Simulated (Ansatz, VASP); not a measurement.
# Two plane-wave programs on AlGaN2

```
Al Ga N
1.0
     3.11529    0.00000    0.00000
     0.00000    3.11529    0.00000
     0.00000    0.00000    4.55970
Al Ga N
1 1 2
Direct
  0.50000 0.50000 0.50000
  0.00000 0.00000 0.00000
  0.50000 0.00000 0.74068
  0.00000 0.50000 0.25932
```

Change from the starting cell: strain along c alone, the other axes held, atoms relaxed: +4.0 %.

Alike in both runs: functional LDA; k mesh 8 × 8 × 6; occupations gaussian, width 0.02 eV; no spin polarisation.

Ansatz relaxed the structure, and its values are those at the end. VASP's run is a single point on that final structure, the one shown.

|  | VASP | Ansatz |
| --- | --- | --- |
| version | VASP 6.6.1 | Ansatz 0.2.0 |
| potentials or method | VASP PAW LDA potentials, release 64 (Al, Ga_d, N), cutoff 520 eV | scalar-relativistic, plane waves, PAW |
| valence electrons in the cell | 26 | 26 |

Ansatz gave:

* gap on the k mesh at the Fermi level (eV): 2.70
* least direct gap on the mesh (eV): 2.70
* pressure (GPa): -7.5
* rms of the force components (eV/Å): 0.000

Question: Which values does VASP return?

Answer: gap on the k mesh at the Fermi level (eV): 2.71; least direct gap on the mesh (eV): 2.71; pressure (GPa): -6.8; rms of the force components (eV/Å): 0.012.

LDA's correlation is that of Perdew and Zunger in VASP and of Perdew and Wang (1992) in Ansatz. Ansatz's warnings: stress scf threshold loose.
